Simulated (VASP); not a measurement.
# SiO2 (Pccn) in VASP: a series of runs, part 2 of 2

VASP 6.6.1. The steps go on from the part before.

## (3) Single point, LDA (12.20 Å³/atom)

This run uses another cell than the first one, of 12.20 Å³/atom.

INCAR

```
SYSTEM = SiO2
PREC = Accurate
ENCUT = 520
EDIFF = 1E-6
ISMEAR = 0
SIGMA = 0.02
LREAL = Auto
LASPH = .True.
NELM = 100
ALGO = Normal
ISIF = 2
LWAVE = .False.
LCHARG = .False.
GGA = CA
NBANDS = 82
```

KPOINTS

```
regular mesh
0
Gamma
  6 4 4
  0 0 0
```

POSCAR

```
SiO2
1.0
    4.5426246999      0.0000000000      0.0000000000
    0.0000000000      8.1395848606      0.0000000000
    0.0000000000      0.0000000000      7.9171933491
Si O
8 16
Direct
    0.1770762168      0.0625065212      0.1580061282
    0.1770762168      0.4374934788      0.6580061282
    0.6770762168      0.5625065212      0.8419938718
    0.3229237832      0.4374934788      0.1580061282
    0.8229237832      0.5625065212      0.3419938718
    0.8229237832      0.9374934788      0.8419938718
    0.6770762168      0.9374934788      0.3419938718
    0.3229237832      0.0625065212      0.6580061282
    0.5308846678      0.0463469356      0.8220837876
    0.5308846678      0.4536530644      0.3220837876
    0.4691153322      0.5463469356      0.6779162124
    0.2500000000      0.2500000000      0.6312337525
    0.0308846678      0.5463469356      0.1779162124
    0.4691153322      0.9536530644      0.1779162124
    0.9691153322      0.0463469356      0.3220837876
    0.0000000000      0.5000000000      0.5000000000
    0.7500000000      0.7500000000      0.3687662475
    0.7500000000      0.7500000000      0.8687662475
    0.9691153322      0.4536530644      0.8220837876
    0.5000000000      0.5000000000      0.0000000000
    0.2500000000      0.2500000000      0.1312337525
    0.0308846678      0.9536530644      0.6779162124
    0.0000000000      0.0000000000      0.0000000000
    0.5000000000      0.0000000000      0.5000000000
```

Potentials or basis: VASP PAW LDA potentials, release 64 (Si, O).

The run is started by

```console
cat potpaw_LDA.64/Si/POTCAR potpaw_LDA.64/O/POTCAR > POTCAR
mpirun -np 1 vasp_std > vasp.out
```

OUTCAR:

```text
SYSTEM = SiO2
   PREC = Accurate
   ENCUT = 520
   EDIFF = 1E-6
   ISMEAR = 0
   LREAL = Auto
   LASPH = .True.
   NELM = 100
   ISIF = 2
   GGA = CA

 ion  position               nearest neighbor table
   1  0.177  0.063  0.158-  23 1.57  21 1.58  14 1.60  15 1.61   7 2.88   7 2.88   4 3.12   6 3.14

   2  0.177  0.437  0.658-  16 1.57  12 1.58  11 1.60  19 1.61   3 2.88   3 2.88   8 3.12   5 3.14

   3  0.677  0.563  0.842-  20 1.57  18 1.58  19 1.60  11 1.61   2 2.88   2 2.88   6 3.12   4 3.14
[... 13 lines left out ...]
  11  0.469  0.546  0.678-   2 1.60   3 1.61
  12  0.250  0.250  0.631-   2 1.58   8 1.58
  13  0.031  0.546  0.178-   4 1.60   5 1.61
  14  0.469  0.954  0.178-   1 1.60   7 1.61
[... 8 lines left out ...]
  23  0.000  0.000  0.000-   1 1.57   6 1.57
  24  0.500  0.000  0.500-   7 1.57   8 1.57

  LATTYP: Found a simple orthorhombic cell.
 ALAT       =     4.5426246999
 B/A-ratio  =     1.7428675869
 C/A-ratio  =     1.7918241982

  Lattice vectors:

 A1 = (  -4.5426246999,   0.0000000000,   0.0000000000)
 A2 = (   0.0000000000,   0.0000000000,   7.9171933491)
 A3 = (   0.0000000000,   8.1395848606,   0.0000000000)

Analysis of symmetry for initial positions (statically):
=====================================================================
 Subroutine PRICEL returns:
 Original cell was already a primitive cell.

 Routine SETGRP: Setting up the symmetry group for a
 simple orthorhombic supercell.

 Subroutine GETGRP returns: Found  8 space group operations
 (whereof  2 operations were pure point group operations)
 out of a pool of  8 trial point group operations.

The static configuration has the point symmetry S_2 .
 The point group associated with its full space group is D_2h.

Analysis of symmetry for dynamics (positions and initial velocities):
=====================================================================
 Subroutine PRICEL returns:
 Original cell was already a primitive cell.

 Routine SETGRP: Setting up the symmetry group for a
 simple orthorhombic supercell.
[... 175 lines left out ...]
   GGA     = CA    functional components
   LHFCALC =     F    Hartree Fock is set to
   AEXX    =    0.0000 exact exchange contribution
   IVDW    =     0    specifies the selected vdW correction
   LEPSILON=     F    determine dielectric tensor
   LRPA    =     F    only Hartree local field effects (RPA)
 non-spin polarized calculation
 Gauss-broadening in eV      SIGMA  =   0.02
  energy-cutoff  :      520.00
  volume of cell :      292.74
 maximum number of plane-waves:      7918
 NGX is ok and might be reduce to    36
   NGX = 17   NGY = 31   NGZ = 29

 number of electron     128.0000054 magnetization

 Free energy of the ion-electron system (eV)
  ---------------------------------------------------
  ext. energy  EPLUGINS =         0.00000000
  ---------------------------------------------------
  free energy    TOTEN  =      -206.63838813 eV

  energy without entropy =     -206.63838813  energy(sigma->0) =     -206.63838813

 E-fermi :   1.4241     XC(G=0):  -9.8525

 val. band max:        1.3144387649   @ k =   0.0000   0.0000   0.0000
 cond. band min:       6.9980959163   @ k =   0.0000   0.0000   0.0000
 fundamental gap:      5.6836571514
 Fermi energy:         1.4240940919

 k-point     1 :       0.0000    0.0000    0.0000
  band No.  band energies     occupation
      1     -18.3953      2.00000
      2     -17.9522      2.00000
      3     -17.7334      2.00000
      4     -17.2623      2.00000
      5     -17.2280      2.00000
      6     -16.7297      2.00000
[... 1885 lines left out ...]
     75      11.0077      0.00000
     76      11.0077      0.00000

 [... further k-points ...]

 [bands above 76 left out]

------------------------ aborting loop because EDIFF is reached ----------------------------------------

  FORCE on cell =-STRESS in cart. coord.  units (eV):
  Direction    XX          YY          ZZ          XY          YZ          ZX
  --------------------------------------------------------------------------------------
  -------------------------------------------------------------------------------------
  Total       16.9780620     16.6147124     16.5882721      0.0000000      0.0000000      0.0000000
  in kB       92.9219540     90.9333199     90.7886103      0.0000000      0.0000000      0.0000000
  external PRESSURE =      91.5479614 kB  Pullay stress =       0.0000000 kB

 VOLUME and BASIS-vectors are now :
 -----------------------------------------------------------------------------
  energy-cutoff  :      520.00
  volume of cell :      292.74
      direct lattice vectors                 reciprocal lattice vectors
     4.542624700  0.000000000  0.000000000     0.220137050  0.000000000  0.000000000
     0.000000000  8.139584861  0.000000000     0.000000000  0.122856389  0.000000000
     0.000000000  0.000000000  7.917193349     0.000000000  0.000000000  0.126307386

 POSITION                                       TOTAL-FORCE (eV/Angst)
 -----------------------------------------------------------------------------------
      0.80439      0.50878      1.25097         0.003514      0.016904     -0.050281
      0.80439      3.56102      5.20956         0.003514     -0.016904     -0.050281
      3.07570      4.57857      6.66623         0.003514      0.016904      0.050281
      1.46692      3.56102      1.25097        -0.003514     -0.016904     -0.050281
      3.73823      4.57857      2.70763        -0.003514      0.016904      0.050281
      3.73823      7.63081      6.66623        -0.003514     -0.016904      0.050281
[... 16 lines left out ...]
      0.00000      0.00000      0.00000         0.000000      0.000000     -0.000000
      2.27131      0.00000      3.95860         0.000000      0.000000     -0.000000
 -----------------------------------------------------------------------------------
    total drift:                                0.000000      0.000000      0.000000

  FREE ENERGIE OF THE ION-ELECTRON SYSTEM (eV)
  ---------------------------------------------------
  free  energy   TOTEN  =      -206.6383881304 eV

  energy  without entropy=     -206.6383881304  energy(sigma->0) =     -206.63838813
```

OSZICAR:

```text
N       E                     dE             d eps       ncg     rms          rms(c)
DAV:   1     0.788795461545E+03    0.78880E+03   -0.67606E+04  5904   0.145E+03
DAV:   2    -0.174736807025E+03   -0.96353E+03   -0.93622E+03  7250   0.334E+02
DAV:   3    -0.233326992359E+03   -0.58590E+02   -0.58322E+02  7064   0.883E+01
DAV:   4    -0.234161828838E+03   -0.83484E+00   -0.83251E+00  7104   0.114E+01
DAV:   5    -0.234179777856E+03   -0.17949E-01   -0.17932E-01  6976   0.158E+00    0.446E+01
DAV:   6    -0.207438315710E+03    0.26741E+02   -0.10845E+02  6776   0.352E+01    0.221E+01
DAV:   7    -0.206916251789E+03    0.52206E+00   -0.31152E+00  7232   0.561E+00    0.759E+00
DAV:   8    -0.206677400002E+03    0.23885E+00   -0.17437E-01  7016   0.187E+00    0.295E+00
DAV:   9    -0.206637161300E+03    0.40239E-01   -0.62808E-02  7168   0.110E+00    0.448E-01
DAV:  10    -0.206638103963E+03   -0.94266E-03   -0.57479E-03  6952   0.357E-01    0.189E-01
DAV:  11    -0.206638320744E+03   -0.21678E-03   -0.94269E-04  6896   0.135E-01    0.835E-02
DAV:  12    -0.206638379577E+03   -0.58833E-04   -0.24647E-04  7096   0.776E-02    0.183E-02
DAV:  13    -0.206638385852E+03   -0.62745E-05   -0.39929E-05  7168   0.316E-02    0.857E-03
DAV:  14    -0.206638387776E+03   -0.19245E-05   -0.78766E-06  6576   0.106E-02    0.398E-03
DAV:  15    -0.206638388130E+03   -0.35433E-06   -0.89156E-07  4696   0.366E-03
   1 F= -.20663839E+03 E0= -.20663839E+03  d E =-.103509E-16
```

stdout:

```text
POSCAR found type information on POSCAR SiO
 POSCAR found :  2 types and      24 ions
 scaLAPACK will be used
 LDA part: xc-table for (Slater(with rela. corr.)+CA(PZ))
 , standard interpolation
 POSCAR, INCAR and KPOINTS ok, starting setup
 FFT: planning ... GRIDC
 FFT: planning ... GRID_SOFT
 FFT: planning ... GRID
 WAVECAR not read
 entering main loop
```

Run time: 35 min. Hardware: 1 thread of Oxide Virtual Turin-like, shared host; peak memory 0.59 GiB.

What came out:

```yaml
Free_energy: -206.6384 eV
Pressure: 9.2 GPa
Largest_force: 0.059 eV/Å
Band_gap_on_the_k_mesh: 5.68 eV
```

Forces in eV/Å, atoms in the order of the input:
```
Si   0.004  0.017 -0.050
Si   0.004 -0.017 -0.050
Si   0.004  0.017  0.050
Si  -0.004 -0.017 -0.050
Si  -0.004  0.017  0.050
Si  -0.004 -0.017  0.050
Si   0.004 -0.017  0.050
Si  -0.004  0.017 -0.050
O   -0.022  0.030  0.046
O   -0.022 -0.030  0.046
O    0.022  0.030 -0.046
O    0.000  0.000 -0.001
O   -0.022  0.030 -0.046
O    0.022 -0.030 -0.046
O    0.022  0.030  0.046
O    0.000  0.000  0.000
O    0.000  0.000  0.001
O    0.000  0.000  0.001
O    0.022 -0.030  0.046
O    0.000  0.000  0.000
O    0.000  0.000 -0.001
O   -0.022 -0.030 -0.046
O    0.000  0.000  0.000
O    0.000  0.000  0.000
```

Caveat: the cell stands under pressure. A k mesh can miss the band edges.
